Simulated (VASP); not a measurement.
# SiC (P6_3mc) in VASP: a series of runs

The runs below take SiC through single point, with LDA.

Program: VASP 6.6.1. These are calculated values, not measurements. Logs are shortened: lines on timing, memory, paths and dates and some standing lists are left out, and cuts for length are marked.

## Step 1: The cell of the first run

The structure is hexagonal, space group P6_3mc (No. 186). Conventional cell: a = 3.113 Å, b = 3.113 Å, c = 4.836 Å, α = 90.00°, β = 90.00°, γ = 120.00°. Within 2.5 Å of Si (site symmetry 3m) lie 4 C at 1.85 to 1.96 Å. C (site symmetry 3m) has 4 Si at 1.85 to 1.96 Å within 2.5 Å.

## Step 2: Single point, LDA (c/a of the conventional cell at fixed volume 1.5538)

INCAR

```
PREC = Accurate
ENCUT = 520
EDIFF = 1E-6
ISMEAR = 0
SIGMA = 0.05
LREAL = False
LASPH = True
NELM = 80
ALGO = Normal
ISIF = 2
LWAVE = False
LCHARG = False
GGA = CA
NBANDS = 16
```

KPOINTS

```
regular mesh
0
Gamma
  12 12 6
```

POSCAR

```
SiC
1.0
    3.1125233865      0.0000000000      0.0000000000
   -1.5562616933      2.6955243226      0.0000000000
    0.0000000000      0.0000000000      4.8362388379
Si C
2 2
Direct
    0.3333333333      0.6666666667      0.0046041256
    0.6666666667      0.3333333333      0.5046041256
    0.3333333333      0.6666666667      0.4102991467
    0.6666666667      0.3333333333      0.9102991467
```

Potentials or basis: VASP PAW LDA potentials, release 64 (Si, C).

Started as:

```console
$ cat potpaw_LDA.64/Si/POTCAR potpaw_LDA.64/C/POTCAR > POTCAR
$ mpirun -np 1 vasp_std > vasp.out
```

OUTCAR:

```text
PREC = Accurate
   ENCUT = 520
   EDIFF = 1E-6
   ISMEAR = 0
   LREAL = False
   LASPH = True
   NELM = 80
   ISIF = 2
   GGA = CA

 ion  position               nearest neighbor table
   1  0.333  0.667  0.005-   4 1.85   4 1.85   4 1.85   3 1.96   2 3.01   2 3.01   2 3.01   2 3.01
                             2 3.01   2 3.01
   2  0.667  0.333  0.505-   3 1.85   3 1.85   3 1.85   4 1.96   1 3.01   1 3.01   1 3.01   1 3.01
                             1 3.01   1 3.01
   3  0.333  0.667  0.410-   2 1.85   2 1.85   2 1.85   1 1.96
   4  0.667  0.333  0.910-   1 1.85   1 1.85   1 1.85   2 1.96

  LATTYP: Found a hexagonal cell.
 ALAT       =     3.1125233865
 C/A-ratio  =     1.5538000000

  Lattice vectors:

 A1 = (   3.1125233865,   0.0000000000,   0.0000000000)
 A2 = (  -1.5562616933,   2.6955243226,   0.0000000000)
 A3 = (   0.0000000000,   0.0000000000,   4.8362388379)

Analysis of symmetry for initial positions (statically):
=====================================================================
 Subroutine PRICEL returns:
 Original cell was already a primitive cell.

 Routine SETGRP: Setting up the symmetry group for a
 hexagonal supercell.

 Subroutine GETGRP returns: Found 12 space group operations
 (whereof  6 operations were pure point group operations)
 out of a pool of 24 trial point group operations.

The static configuration has the point symmetry C_3v.
 The point group associated with its full space group is C_6v.

Analysis of symmetry for dynamics (positions and initial velocities):
=====================================================================
 Subroutine PRICEL returns:
 Original cell was already a primitive cell.

 Routine SETGRP: Setting up the symmetry group for a
 hexagonal supercell.

 Subroutine GETGRP returns: Found 12 space group operations
 (whereof  6 operations were pure point group operations)
 out of a pool of 24 trial point group operations.

The dynamic configuration has the point symmetry C_3v.
 The point group associated with its full space group is C_6v.

 Subroutine INISYM returns: Found 12 space group operations
 (whereof  6 operations are pure point group operations),
 and found     1 'primitive' translations

----------------------------------------------------------------------------------------

                                     Primitive cell

  volume of cell :      40.5755

  direct lattice vectors                    reciprocal lattice vectors
     3.112523386  0.000000000  0.000000000     0.321282727  0.185492669  0.000000000
    -1.556261693  2.695524323  0.000000000     0.000000000  0.370985337  0.000000000
     0.000000000  0.000000000  4.836238838     0.000000000  0.000000000  0.206772253

  length of vectors
     3.112523386  3.112523387  4.836238838     0.370985337  0.370985337  0.206772253

  position of ions in fractional coordinates (direct lattice)
     0.333333333  0.666666667  0.004604126
     0.666666667  0.333333333  0.504604126
     0.333333333  0.666666667  0.410299147
     0.666666667  0.333333333  0.910299147

  ion indices of the primitive-cell ions
   primitive index   ion index
                 1           1
                 2           2
                 3           3
                 4           4

----------------------------------------------------------------------------------------

 KPOINTS: regular mesh

Automatic generation of k-mesh.
 Grid dimensions read from file:
 generate k-points for:   12   12    6

 Generating k-lattice:

  Cartesian coordinates                     Fractional coordinates (reciprocal lattice)
     0.026773561  0.015457722  0.000000000     0.083333333  0.000000000  0.000000000
     0.000000000  0.030915445  0.000000000     0.000000000  0.083333333  0.000000000
     0.000000000  0.000000000  0.034462042     0.000000000  0.000000000  0.166666667

  Length of vectors
     0.030915445  0.030915445  0.034462042

  Shift w.r.t. Gamma in fractional coordinates (k-lattice)
     0.000000000  0.000000000  0.000000000

 Subroutine IBZKPT returns following result:
 ===========================================

 Found     76 irreducible k-points:

 Following reciprocal coordinates:
            Coordinates               Weight
  0.000000  0.000000  0.000000      1.000000
  0.083333  0.000000  0.000000      6.000000
  0.166667  0.000000  0.000000      6.000000
  0.250000  0.000000  0.000000      6.000000
  0.333333  0.000000  0.000000      6.000000
  0.416667  0.000000  0.000000      6.000000
[... 16 lines left out ...]
  0.250000  0.000000  0.166667     12.000000
  0.333333  0.000000  0.166667     12.000000
 [... further k-points ...]
   k-points           NKPTS =     76   k-points in BZ     NKDIM =     76   number of bands    NBANDS=     16
   number of dos      NEDOS =    301   number of ions     NIONS =      4
   total plane-waves  NPLWV =  20736
   dimension x,y,z NGX =    24 NGY =   24 NGZ =   36
   dimension x,y,z NGXF=    48 NGYF=   48 NGZF=   72
   ions per type =               2   2
   NGX,Y,Z   is equivalent  to a cutoff of  12.82, 12.82, 12.38 a.u.
   NGXF,Y,Z  is equivalent  to a cutoff of  25.64, 25.64, 24.75 a.u.
 SYSTEM =  unknown system
   PREC   = accura    normal or accurate (medium, high low for compatibility)
   ISTART =      0    job   : 0-new  1-cont  2-samecut
   ICHARG =      2    charge: 1-file 2-atom 10-const
   ISPIN  =      1    spin polarized calculation?
   LNONCOLLINEAR =      F non collinear calculations
   LSORBIT =      F    spin-orbit coupling
   LASPH  =      T    aspherical Exc in radial PAW
   ENCUT  =  520.0 eV  38.22 Ry    6.18 a.u.   5.79  5.79  8.99*2*pi/ulx,y,z
   NELM   =     80;   NELMIN=  2; NELMDL= -5     # of ELM steps
   EDIFF  = 0.1E-05   stopping-criterion for ELM
   LREAL  =      F    real-space projection
   EDIFFG = 0.1E-04   stopping-criterion for IOM
   NSW    =      0    number of steps for IOM
   IBRION =     -1    ionic relax: 0-MD 1-quasi-New 2-CG
   NFREE  =      0    steps in history (QN), initial steepest desc. (CG)
   ISIF   =      2    stress and relaxation
   ISYM   =      2    0-nonsym 1-usesym 2-fastsym
   POTIM  = 0.5000    time-step for ionic-motion
   TEBEG  =    0.0;   TEEND  =   0.0 temperature during run
   PSTRESS=    0.0 pullay stress
   NELECT =      16.0000    total number of electrons
   NUPDOWN=      -1.0000    fix difference up-down
   EMIN   =  10.00;   EMAX   =-10.00  energy-range for DOS
   EFERMI =   0.00;   METHOD = LEGACY
   ISMEAR =     0;   SIGMA  =   0.05  broadening in eV -4-tet -1-fermi 0-gaus
   EFERMI_NEDOS =   21; number of points for ismear=-14 and -15
   IALGO  =     38    algorithm
   IMIX   =      4    mixing-type and parameters
     AMIX     =   0.40;   BMIX     =  1.00
     AMIX_MAG =   1.60;   BMIX_MAG =  1.00
  volume/ion in A,a.u.               =      10.14        68.45
  Fermi-wavevector in a.u.,A,eV,Ry     =   1.200495  2.268606 19.608550  1.441188
  Thomas-Fermi vector in A             =   2.336329
   LORBIT       =      0    0 simple, 1 ext, 2 COOP (PROOUT), +10 PAW based schemes
   GGA     = CA    functional components
   LHFCALC =     F    Hartree Fock is set to
   AEXX    =    0.0000 exact exchange contribution
   IVDW    =     0    specifies the selected vdW correction
   LEPSILON=     F    determine dielectric tensor
   LRPA    =     F    only Hartree local field effects (RPA)
 non-spin polarized calculation
 Gauss-broadening in eV      SIGMA  =   0.05
  energy-cutoff  :      520.00
  volume of cell :       40.58
 maximum number of plane-waves:      1110
 NGX is ok and might be reduce to    24
   NGX = 11   NGY = 11   NGZ = 17

 number of electron      15.9999999 magnetization

 Free energy of the ion-electron system (eV)
  ---------------------------------------------------
  ext. energy  EPLUGINS =         0.00000000
  ---------------------------------------------------
  free energy    TOTEN  =       -32.95403660 eV

  energy without entropy =      -32.95403660  energy(sigma->0) =      -32.95403660

 E-fermi :   9.6474     XC(G=0): -11.6329

 val. band max:        9.3597419240   @ k =   0.0000   0.0000   0.0000
 cond. band min:      10.6123107691   @ k =   0.5000   0.0000   0.0000
 fundamental gap:      1.2525688451
 Fermi energy:         9.6474373396

 k-point     1 :       0.0000    0.0000    0.0000
  band No.  band energies     occupation
      1      -7.1995      2.00000
      2      -3.1919      2.00000
      3       0.1231      2.00000
      4       6.5572      2.00000
      5       6.5572      2.00000
      6       8.0717      2.00000
[... 8 lines left out ...]
     15      17.0258      0.00000
     16      19.7629      0.00000

 k-point     2 :       0.0833    0.0000    0.0000
  band No.  band energies     occupation
      1      -7.0815      2.00000
      2      -3.0929      2.00000
      3       0.2341      2.00000
      4       5.8907      2.00000
      5       6.3548      2.00000
      6       7.6656      2.00000
[... 8 lines left out ...]
     15      17.3486      0.00000
     16      18.8966      0.00000

 k-point     3 :       0.1667    0.0000    0.0000
  band No.  band energies     occupation
      1      -6.7301      2.00000
      2      -2.8051      2.00000
      3       0.5589      2.00000
      4       4.4432      2.00000
      5       5.8943      2.00000
      6       6.6467      2.00000
[... 8 lines left out ...]
     15      18.0644      0.00000
     16      18.1565      0.00000

 k-point     4 :       0.2500    0.0000    0.0000
  band No.  band energies     occupation
      1      -6.1556      2.00000
      2      -2.3687      2.00000
      3       1.0459      2.00000
      4       2.8743      2.00000
      5       5.3588      2.00000
      6       5.3927      2.00000
[... 8 lines left out ...]
     15      18.1554      0.00000
     16      18.6298      0.00000

 k-point     5 :       0.3333    0.0000    0.0000
  band No.  band energies     occupation
      1      -5.3833      2.00000
      2      -1.9265      2.00000
      3       1.0754      2.00000
      4       2.1453      2.00000
      5       4.0303      2.00000
      6       4.9773      2.00000
[... 8 lines left out ...]
     15      19.0433      0.00000
     16      19.9715      0.00000

 k-point     6 :       0.4167    0.0000    0.0000
  band No.  band energies     occupation
      1      -4.4924      2.00000
      2      -1.9488      2.00000
      3       0.5734      2.00000
      4       2.7001      2.00000
      5       2.9334      2.00000
      6       4.7100      2.00000
[... 8 lines left out ...]
     15      19.8269      0.00000
     16      20.0680      0.00000
[... 267 lines left out ...]
 k-point    21 :       0.0833    0.0000    0.1667
  band No.  band energies     occupation
      1      -6.9322      2.00000
      2      -3.7226      2.00000
      3       1.0950      2.00000
      4       5.9958      2.00000
      5       6.4469      2.00000
      6       7.4549      2.00000
[... 8 lines left out ...]
     15      17.0244      0.00000
     16      19.5666      0.00000

 k-point    22 :       0.1667    0.0000    0.1667
  band No.  band energies     occupation
      1      -6.5818      2.00000
      2      -3.4140      2.00000
      3       1.3702      2.00000
      4       4.5906      2.00000
      5       5.9955      2.00000
      6       6.3375      2.00000
[... 8 lines left out ...]
     15      17.8624      0.00000
     16      18.9767      0.00000

 k-point    23 :       0.2500    0.0000    0.1667
  band No.  band energies     occupation
      1      -6.0093      2.00000
      2      -2.9308      2.00000
      3       1.6478      2.00000
      4       3.1864      2.00000
      5       4.9718      2.00000
      6       5.5009      2.00000
[... 8 lines left out ...]
     15      18.7466      0.00000
     16      19.1151      0.00000

 k-point    24 :       0.3333    0.0000    0.1667
  band No.  band energies     occupation
      1      -5.2407      2.00000
      2      -2.3688      2.00000
      3       1.0086      2.00000
      4       2.9804      2.00000
      5       3.5918      2.00000
      6       5.0899      2.00000
[... 8 lines left out ...]
     15      19.9347      0.00000
     16      20.0105      0.00000

 [... further k-points ...]
[... 5 lines left out ...]
  --------------------------------------------------------------------------------------
  -------------------------------------------------------------------------------------
  Total       -1.0965091     -1.0965091      1.9529685      0.0000000      0.0000000     -0.0000000
  in kB      -43.2971409    -43.2971409     77.1155945      0.0000000      0.0000000     -0.0000000
  external PRESSURE =      -3.1595625 kB  Pullay stress =       0.0000000 kB

 VOLUME and BASIS-vectors are now :
 -----------------------------------------------------------------------------
  energy-cutoff  :      520.00
  volume of cell :       40.58
      direct lattice vectors                 reciprocal lattice vectors
     3.112523386  0.000000000  0.000000000     0.321282727  0.185492669  0.000000000
    -1.556261693  2.695524323  0.000000000     0.000000000  0.370985337  0.000000000
     0.000000000  0.000000000  4.836238838     0.000000000  0.000000000  0.206772253

 POSITION                                       TOTAL-FORCE (eV/Angst)
 -----------------------------------------------------------------------------------
     -0.00000      1.79702      0.02227        -0.000000      0.000000      1.604733
      1.55626      0.89851      2.44039         0.000000     -0.000000      1.604733
     -0.00000      1.79702      1.98430        -0.000000      0.000000     -1.604733
      1.55626      0.89851      4.40242         0.000000      0.000000     -1.604733
 -----------------------------------------------------------------------------------
    total drift:                                0.000000      0.000000     -0.000086

  FREE ENERGIE OF THE ION-ELECTRON SYSTEM (eV)
  ---------------------------------------------------
  free  energy   TOTEN  =       -32.9540365991 eV

  energy  without entropy=      -32.9540365991  energy(sigma->0) =      -32.95403660
```

It took 24 s on 1 thread of Intel Xeon 6975P-C, shared host; peak memory 0.16 GiB.

Results:

```
Free energy            : -32.9540 eV
Pressure               : -0.3 GPa
Largest force          : 1.605 eV/Å
Band gap on the k mesh : 1.25 eV, indirect (least direct gap 3.05 eV)
```

Forces in eV/Å, atoms in the order of the input:
```
Si   0.000  0.000  1.605
Si   0.000  0.000  1.605
C    0.000  0.000 -1.605
C    0.000  0.000 -1.605
```

Levels at points of the mesh, in eV from the valence-band top:
```tsv
k point	band 5	band 6	band 7	band 8	band 9	band 10	band 11	band 12
(0.00, 0.00, 0.00)	-2.80	-1.29	-1.29	0.00	3.05	5.26	5.26	5.87
(0.50, 0.00, 0.00)	-6.09	-4.74	-3.84	-2.38	1.25	3.92	6.05	6.61
(0.00, 0.00, 0.50)	-2.11	-2.11	-2.11	-2.11	4.35	4.35	5.95	5.95
(0.50, 0.00, 0.50)	-3.77	-3.77	-2.59	-2.59	2.47	2.47	4.25	4.25
```

Caveat: forces of over 1 eV/Å act on the atoms, so gaps and moduli don't describe the material at rest.

[end of part 1 of 3]
